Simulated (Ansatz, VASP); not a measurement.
## GaP: VASP beside Ansatz

```
Ga P
1.0
     0.00000    2.72541    2.79682
     2.72541    0.00000    2.79682
     2.72541    2.72541    0.00000
Ga P
1 1
Direct
  0.00000 0.00000 0.00000
  0.25000 0.25000 0.25000
```

Change from the starting cell: uniaxial_z strain +2.6%.

Alike in both runs: task single point; functional HSE06; k mesh 6 × 6 × 6; no spin polarisation.

|  | VASP | Ansatz |
| --- | --- | --- |
| version | VASP 6.6.1 | Ansatz 0.2.0 |
| potentials or method | VASP PAW PBE potentials, release 64 (Ga_d, P) | plane waves, PAW |
| plane-wave cutoff (eV) | 520 | 420 |
| occupations | gaussian, width 0.01 eV | fixed |
| valence electrons in the cell | 18 | 18 |

```tsv
	VASP	Ansatz	Ansatz less VASP
gap on the k mesh at the Fermi level (eV)	2.23	2.23	-0.003
pressure (GPa)	-1.7	-1.5	+0.14
traceless stress, the component that is largest in VASP (GPa)	-1.47	-1.46	+0.009
```

Ansatz's warnings: stress exchange threshold loose, stress scf threshold loose.
